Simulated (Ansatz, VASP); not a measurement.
**One calculation of Hg, two programs**

```xyz
1
Lattice="-2.0076 2.0076 1.8563 2.0076 -2.0076 1.8563 2.0076 2.0076 -1.8563" Properties=species:S:1:pos:R:3 pbc="T T T"
Hg    0.0000    0.0000    0.0000
```

Change from the starting cell: strain -0.030 along x and y, +0.030 along z, atoms carried along.

Alike in both runs: task single point; functional PBEsol; k mesh 18 × 18 × 18; occupations gaussian, width 0.15 eV; no spin polarisation.

|  | VASP | Ansatz |
| --- | --- | --- |
| version | VASP 6.6.1 | Ansatz 0.2.0 |
| potentials or method | VASP PAW PBE potentials, release 64 (Hg), cutoff 520 eV | scalar-relativistic, plane waves, PAW |
| valence electrons in the cell | 12 | 20 |

|  | VASP | Ansatz | Ansatz less VASP |
| --- | --- | --- | --- |
| gap on the k mesh at the Fermi level (eV) | none | none | - |
| pressure (GPa) | -3.1 | -3.2 | -0.09 |
| traceless stress, the component that is largest in VASP (GPa) | 0.05 | 0.06 | +0.003 |

VASP's potentials were made for PBE, not for PBEsol. A gap of «none» marks a metal or a gap that the smearing closes. VASP's potentials hold 12 valence electrons a cell and Ansatz's 20, so a difference there can come from the potentials and not from the codes.

Neither program's run includes spin-orbit coupling.
